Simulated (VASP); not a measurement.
# TiAl3 (I4/mmm) in VASP: a series of runs

TiAl3 is run at these levels: r2SCAN; tasks: single point.

Program: VASP 6.6.1. These are calculated values, not measurements. Logs are shortened: lines on timing, memory, paths and dates and some standing lists are left out, and cuts for length are marked.

### 1 The cell of the first run

Symmetry: I4/mmm, No. 139, tetragonal system. Conventional cell: a = 3.747 Å, b = 3.747 Å, c = 8.383 Å, α = 90.00°, β = 90.00°, γ = 90.00°. Ti (site symmetry 4/mmm) has 12 Al at 2.65 to 2.81 Å within 3.5 Å. Within 3.5 Å of Al (site symmetry 4/mmm) lie 4 Ti at 2.65 Å and 8 Al at 2.81 Å. Within 3.5 Å of Al (site symmetry -4m2) lie 8 Al at 2.65 to 2.81 Å and 4 Ti at 2.81 Å.

### 2 Single point, r2SCAN (14.71 Å³/atom)

POSCAR

```
TiAl3
1.0
   -1.8736871169      1.8736871169      4.1912898447
    1.8736871169     -1.8736871169      4.1912898447
    1.8736871169      1.8736871169     -4.1912898447
Ti Al
1 3
Direct
    0.0000000000      0.0000000000      0.0000000000
    0.5000000000      0.5000000000      0.0000000000
    0.7500000000      0.2500000000      0.5000000000
    0.2500000000      0.7500000000      0.5000000000
```

INCAR.step1

```
PREC     = Accurate       # precision mode
ENCUT    = 520            # plane-wave cutoff, eV
ISMEAR   = 0              # smearing method
SIGMA    = 0.1            # smearing width, eV
LREAL    = False          # projectors in reciprocal space
LASPH    = True           # aspherical terms in the spheres
NELM     = 60             # most SCF steps
NBANDS   = 18             # bands
GGA      = PE             # functional
ALGO     = Normal         # electronic algorithm
EDIFF    = 1E-4           # SCF threshold, eV
LWAVE    = True           # write WAVECAR
LCHARG   = False          # write CHGCAR
```

INCAR.step2

```
PREC     = Accurate       # precision mode
ENCUT    = 520            # plane-wave cutoff, eV
EDIFF    = 1E-6           # SCF threshold, eV
ISMEAR   = 0              # smearing method
SIGMA    = 0.1            # smearing width, eV
LREAL    = False          # projectors in reciprocal space
LASPH    = True           # aspherical terms in the spheres
NELM     = 60             # most SCF steps
ALGO     = Normal         # electronic algorithm
ISIF     = 2              # what is computed and relaxed
LWAVE    = False          # write WAVECAR
LCHARG   = True           # write CHGCAR
METAGGA  = R2SCAN         # meta-GGA
LMIXTAU  = True         
LELF     = True           # ELF
LVHAR    = True         
NBANDS   = 18             # bands
ISTART   = 1
```

KPOINTS

```
Automatic mesh
0
Gamma
  16 16 16
```

Potentials or basis: VASP PAW PBE potentials, release 64 (Ti_sv, Al).

Command:

```console
$ cat potpaw_PBE.64/Ti_sv/POTCAR potpaw_PBE.64/Al/POTCAR > POTCAR
$ cp INCAR.step1 INCAR
$ mpirun -np 1 vasp_std > vasp.out
$ cp INCAR.step2 INCAR
$ mpirun -np 1 vasp_std > vasp.out
```

OUTCAR:

```text
PREC = Accurate
   ENCUT = 520
   EDIFF = 1E-6
   ISMEAR = 0
   LREAL = False
   LASPH = True
   NELM = 60
   ISIF = 2
   METAGGA = R2SCAN
   ISTART = 1

 ion  position               nearest neighbor table
   1  0.000  0.000  0.000-   2 2.65   2 2.65   2 2.65   2 2.65   3 2.81   3 2.81   4 2.81   4 2.81
                             4 2.81   3 2.81   4 2.81   3 2.81
   2  0.500  0.500  0.000-   1 2.65   1 2.65   1 2.65   1 2.65   4 2.81   4 2.81   3 2.81   3 2.81
                             4 2.81   3 2.81   4 2.81   3 2.81
   3  0.750  0.250  0.500-   4 2.65   4 2.65   4 2.65   4 2.65   2 2.81   2 2.81   1 2.81   1 2.81
                             2 2.81   1 2.81   2 2.81   1 2.81
   4  0.250  0.750  0.500-   3 2.65   3 2.65   3 2.65   3 2.65   1 2.81   1 2.81   2 2.81   2 2.81
                             2 2.81   1 2.81   2 2.81   1 2.81

  LATTYP: Found a body centered tetragonal cell.
 ALAT       =     3.7473742338
 C/A-ratio  =     2.2369208855

  Lattice vectors:

 A1 = (  -1.8736871169,   1.8736871169,   4.1912898447)
 A2 = (   1.8736871169,  -1.8736871169,   4.1912898447)
 A3 = (   1.8736871169,   1.8736871169,  -4.1912898447)

Analysis of symmetry for initial positions (statically):
=====================================================================
 Subroutine PRICEL returns:
 Original cell was already a primitive cell.

 Routine SETGRP: Setting up the symmetry group for a
 body centered tetragonal supercell.

 Subroutine GETGRP returns: Found 16 space group operations
 (whereof 16 operations were pure point group operations)
 out of a pool of 16 trial point group operations.

The static configuration has the point symmetry D_4h.

Analysis of symmetry for dynamics (positions and initial velocities):
=====================================================================
 Subroutine PRICEL returns:
 Original cell was already a primitive cell.

 Routine SETGRP: Setting up the symmetry group for a
 body centered tetragonal supercell.

 Subroutine GETGRP returns: Found 16 space group operations
 (whereof 16 operations were pure point group operations)
 out of a pool of 16 trial point group operations.

The dynamic configuration has the point symmetry D_4h.

 Subroutine INISYM returns: Found 16 space group operations
 (whereof 16 operations are pure point group operations),
 and found     1 'primitive' translations

----------------------------------------------------------------------------------------

                                     Primitive cell
[... 98 lines left out ...]
   NSW    =      0    number of steps for IOM
   IBRION =     -1    ionic relax: 0-MD 1-quasi-New 2-CG
   NFREE  =      0    steps in history (QN), initial steepest desc. (CG)
   ISIF   =      2    stress and relaxation
   ISYM   =      2    0-nonsym 1-usesym 2-fastsym
   POTIM  = 0.5000    time-step for ionic-motion
   TEBEG  =    0.0;   TEEND  =   0.0 temperature during run
   PSTRESS=    0.0 pullay stress
   NELECT =      21.0000    total number of electrons
   NUPDOWN=      -1.0000    fix difference up-down
   EMIN   =  10.00;   EMAX   =-10.00  energy-range for DOS
   EFERMI =   0.00;   METHOD = LEGACY
   ISMEAR =     0;   SIGMA  =   0.10  broadening in eV -4-tet -1-fermi 0-gaus
   EFERMI_NEDOS =   21; number of points for ismear=-14 and -15
   IALGO  =     38    algorithm
   IMIX   =      4    mixing-type and parameters
     AMIX     =   0.40;   BMIX     =  1.00
     AMIX_MAG =   1.60;   BMIX_MAG =  1.00
  volume/ion in A,a.u.               =      14.71        99.30
  Fermi-wavevector in a.u.,A,eV,Ry     =   1.161129  2.194217 18.343670  1.348222
  Thomas-Fermi vector in A             =   2.297705
   LORBIT       =      0    0 simple, 1 ext, 2 COOP (PROOUT), +10 PAW based schemes
   METAGGA = R2SCAN    functional components
   LHFCALC =     F    Hartree Fock is set to
   AEXX    =    0.0000 exact exchange contribution
   IVDW    =     0    specifies the selected vdW correction
   LEPSILON=     F    determine dielectric tensor
   LRPA    =     F    only Hartree local field effects (RPA)
 non-spin polarized calculation
 Gauss-broadening in eV      SIGMA  =   0.10
  energy-cutoff  :      520.00
  volume of cell :       58.86
 maximum number of plane-waves:      1606
 NGX is ok and might be reduce to    40
   NGX = 19   NGY = 19   NGZ = 19

 number of electron      21.0000001 magnetization

 Free energy of the ion-electron system (eV)
  ---------------------------------------------------
  ext. energy  EPLUGINS =         0.00000000
  ---------------------------------------------------
  free energy    TOTEN  =       -34.82333406 eV

  energy without entropy =      -34.81554943  energy(sigma->0) =      -34.81944174

 E-fermi :   8.9958     XC(G=0): -11.8179

 val. band max:        8.9865221588   @ k =  -0.1875   0.2500   0.1875
 cond. band min:       8.9962710665   @ k =  -0.3750  -0.4375   0.3750
 fundamental gap:      0.0097489077
 Fermi energy:         8.9958032145

 k-point     1 :       0.0000    0.0000    0.0000
  band No.  band energies     occupation
      1     -49.6205      2.00000
      2     -24.9119      2.00000
      3     -24.9119      2.00000
      4     -24.8397      2.00000
      5      -2.0873      2.00000
      6       5.9687      2.00000
[... 481 lines left out ...]
      5      -1.9971      2.00000
      6       5.9612      2.00000
[... 10 lines left out ...]
     17      13.5596      0.00000
     18      13.7363      0.00000

 [... further k-points ...]

------------------------ aborting loop because EDIFF is reached ----------------------------------------

  FORCE on cell =-STRESS in cart. coord.  units (eV):
  Direction    XX          YY          ZZ          XY          YZ          ZX
  --------------------------------------------------------------------------------------
  -------------------------------------------------------------------------------------
  Total        2.9132019      2.9132019      2.8998332      0.0000000      0.0000000      0.0000000
  in kB       79.3011238     79.3011238     78.9372102      0.0000000      0.0000000      0.0000000
  external PRESSURE =      79.1798193 kB  Pullay stress =       0.0000000 kB

 VOLUME and BASIS-vectors are now :
 -----------------------------------------------------------------------------
  energy-cutoff  :      520.00
  volume of cell :       58.86
      direct lattice vectors                 reciprocal lattice vectors
    -1.873687117  1.873687117  4.191289845     0.000000000  0.266853519  0.119295019
     1.873687117 -1.873687117  4.191289845     0.266853519  0.000000000  0.119295019
     1.873687117  1.873687117 -4.191289845     0.266853519  0.266853519  0.000000000

 POSITION                                       TOTAL-FORCE (eV/Angst)
 -----------------------------------------------------------------------------------
      0.00000      0.00000      0.00000        -0.000000      0.000000      0.000000
      0.00000      0.00000      4.19129        -0.000000      0.000000      0.000000
      0.00000      1.87369      2.09564         0.000000     -0.000000      0.000000
      1.87369      0.00000      2.09564        -0.000000      0.000000     -0.000000
 -----------------------------------------------------------------------------------
    total drift:                               -0.000000     -0.000000     -0.000000

  FREE ENERGIE OF THE ION-ELECTRON SYSTEM (eV)
  ---------------------------------------------------
  free  energy   TOTEN  =       -34.8233340555 eV

  energy  without entropy=      -34.8155494259  energy(sigma->0) =      -34.81944174
```

OSZICAR.step1:

```text
N       E                     dE             d eps       ncg     rms          rms(c)
DAV:   1     0.124746309785E+03    0.12475E+03   -0.92838E+03 12564   0.109E+03
DAV:   2    -0.136381390528E+02   -0.13838E+03   -0.13468E+03 12718   0.289E+02
DAV:   3    -0.221869641360E+02   -0.85488E+01   -0.83794E+01 19590   0.668E+01
DAV:   4    -0.224230243603E+02   -0.23606E+00   -0.23544E+00 15822   0.102E+01
DAV:   5    -0.224310538295E+02   -0.80295E-02   -0.80279E-02 18966   0.186E+00    0.116E+01
DAV:   6    -0.211516618254E+02    0.12794E+01   -0.18221E+01 17158   0.343E+01    0.620E+00
DAV:   7    -0.205907807825E+02    0.56088E+00   -0.62584E+00 15956   0.187E+01    0.327E+00
DAV:   8    -0.205708014561E+02    0.19979E-01   -0.91750E-01 16078   0.790E+00    0.175E+00
DAV:   9    -0.205244226183E+02    0.46379E-01   -0.33841E-01 15978   0.465E+00    0.253E-01
DAV:  10    -0.205261703248E+02   -0.17477E-02   -0.84860E-03 15302   0.638E-01    0.329E-01
DAV:  11    -0.205242703530E+02    0.19000E-02   -0.64796E-03 17408   0.592E-01    0.808E-02
DAV:  12    -0.205242174686E+02    0.52884E-04   -0.56888E-04 16576   0.171E-01
   1 F= -.20524217E+02 E0= -.20520120E+02  d E =-.819552E-02
```

It took 42 min on 1 thread of Intel Xeon 6975P-C (Granite Rapids), shared host; peak memory 0.52 GiB.

Results:

| Property | Result |
| --- | --- |
| Free energy | -34.8233 eV |
| Pressure | 7.9 GPa |
| Band gap on the k mesh | zero (an odd number of electrons rules out a gap without spin polarisation) |

Levels at points of the mesh, in eV from the Fermi level:
| k point | band 7 | band 8 | band 9 | band 10 | band 11 | band 12 | band 13 | band 14 | band 15 | band 16 |
| --- | --- | --- | --- | --- | --- | --- | --- | --- | --- | --- |
| (0.00, 0.00, 0.00) | -2.97 | -1.60 | -1.39 | -1.39 | 0.91 | 1.88 | 1.88 | 2.18 | 3.28 | 4.38 |
| (0.50, 0.00, 0.00) | -4.05 | -3.14 | -1.21 | -0.30 | 0.59 | 2.23 | 2.25 | 3.12 | 3.41 | 5.06 |
| (0.50, 0.50, 0.00) | -4.67 | -4.30 | -3.08 | -2.38 | -1.13 | 2.11 | 2.41 | 2.89 | 3.20 | 3.73 |
| (0.50, 0.50, 0.50) | -2.18 | -1.04 | -1.04 | -0.32 | 0.80 | 0.80 | 1.06 | 3.33 | 5.83 | 6.80 |

Caveat: the cell stands under pressure; the PAW data sets were made with another functional, which shifts forces and pressure a little.

### 3 Single point, r2SCAN (15.18 Å³/atom)

This run uses another cell than the first one, of 15.18 Å³/atom.

POSCAR

```
TiAl3
1.0
   -1.8934115887      1.8934115887      4.2354119275
    1.8934115887     -1.8934115887      4.2354119275
    1.8934115887      1.8934115887     -4.2354119275
Ti Al
1 3
Direct
    0.0000000000      0.0000000000      0.0000000000
    0.5000000000      0.5000000000      0.0000000000
    0.7500000000      0.2500000000      0.5000000000
    0.2500000000      0.7500000000      0.5000000000
```

INCAR.step1

```
PREC = Accurate ; ENCUT = 520
ISMEAR = 0 ; SIGMA = 0.1
LREAL = False ; LASPH = True
NELM = 80 ; NBANDS = 18
GGA = PE ; ALGO = Normal
EDIFF = 1E-4 ; LWAVE = True
LCHARG = False
```

INCAR.step2

```
PREC = Accurate ; ENCUT = 520
EDIFF = 1E-6 ; ISMEAR = 0
SIGMA = 0.1 ; LREAL = False
LASPH = True ; NELM = 80
ALGO = Normal ; ISIF = 2
LWAVE = False ; LCHARG = False
METAGGA = R2SCAN ; LMIXTAU = True
NBANDS = 18 ; ISTART = 1
```

KPOINTS

```
regular mesh
0
Gamma
  16 16 16
```

Potentials or basis: VASP PAW PBE potentials, release 64 (Ti_sv, Al).

Command:

```console
$ cat potpaw_PBE.64/Ti_sv/POTCAR potpaw_PBE.64/Al/POTCAR > POTCAR
$ cp INCAR.step1 INCAR
$ mpirun -np 1 vasp_std > vasp.out
$ cp INCAR.step2 INCAR
$ mpirun -np 1 vasp_std > vasp.out
```

Wall time 29 min (1 thread of Intel Xeon 6975P-C (Granite Rapids), shared host); peak memory 0.53 GiB.

Results (log left out):

```
Free energy            : -34.8906 eV
Pressure               : 3.6 GPa
Band gap on the k mesh : zero (an odd number of electrons rules out a gap without spin polarisation)
```

Stress tensor (GPa, compression positive):
```
3.55 0.00 0.00
0.00 3.55 0.00
0.00 0.00 3.66
```

Levels at points of the mesh, in eV from the Fermi level:
```
           k point  band 8  band 9  band 10  band 11  band 12  band 13  band 14  band 15
(0.00, 0.00, 0.00)   -1.53   -1.36    -1.36     0.88     1.81     1.81     2.18     3.07
(0.50, 0.00, 0.00)   -3.15   -1.19    -0.28     0.58     2.14     2.19     3.01     3.35
(0.50, 0.50, 0.00)   -4.21   -3.06    -2.37    -1.09     2.02     2.32     2.83     3.09
(0.50, 0.50, 0.50)   -1.06   -1.06    -0.30     0.79     0.79     1.02     3.27     5.54
```

Caveat: the cell stands under pressure; the PAW data sets were made with another functional, which shifts forces and pressure a little.
